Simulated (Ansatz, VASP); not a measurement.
## One calculation of InP, two programs

The input INCAR:

```
SYSTEM = InP
PREC = Accurate
ENCUT = 500
EDIFF = 1E-6
ISMEAR = 0
SIGMA = 0.05
LREAL = .False.
LASPH = .True.
NELM = 120
ALGO = Normal
ISIF = 2
LWAVE = .False.
LCHARG = .False.
GGA = PS
NBANDS = 16
GGA_COMPAT = .False.
```

The input KPOINTS:

```
regular mesh
0
Gamma
  8 8 8
  0 0 0
```

Contents of POSCAR:

```
InP
1.0
    0.0000000000      2.8019522963      2.8019522963
    2.8019522963      0.0000000000      2.8019522963
    2.8019522963      2.8019522963      0.0000000000
In P
1 1
Direct
    0.0000000000      0.0000000000      0.0000000000
    0.5000000000      0.5000000000      0.5000000000
```

Input for Ansatz:

```yaml
crystal:
  lattice:
    - [0.0, 2.8019522963, 2.8019522963]
    - [2.8019522963, 0.0, 2.8019522963]
    - [2.8019522963, 2.8019522963, 0.0]
  atoms:
    - { symbol: In, position: [0.0, 0.0, 0.0] }
    - { symbol: P, position: [0.5, 0.5, 0.5] }
basis:
  ecutwfc: 420
  ecutrho_ratio: 4
kpoints:
  mp_grid: { grid: [8, 8, 8] }
hamiltonian:
  xc: pbesol
scf:
  occupations: { method: gaussian, width: 0.05 }
output:
  forces: true
  stress: true
  eigenvalues: true
```

Alike in both runs: task single point; functional PBEsol; k mesh 8 × 8 × 8; occupations gaussian, width 0.05 eV; no spin polarisation.

|  | VASP | Ansatz |
| --- | --- | --- |
| version | VASP 6.6.1 | Ansatz 0.2.0 |
| potentials or method | VASP PAW PBE potentials, release 64 (In_d, P), cutoff 500 eV | scalar-relativistic, plane waves, PAW |
| valence electrons in the cell | 18 | 18 |

|  | VASP | Ansatz | Ansatz less VASP |
| --- | --- | --- | --- |
| gap on the k mesh at the Fermi level (eV) | none | none | - |
| pressure (GPa) | -5.6 | -5.6 | -0.03 |

VASP's potentials were made for PBE, not for PBEsol. A gap of «none» marks a metal or a gap that the smearing closes.
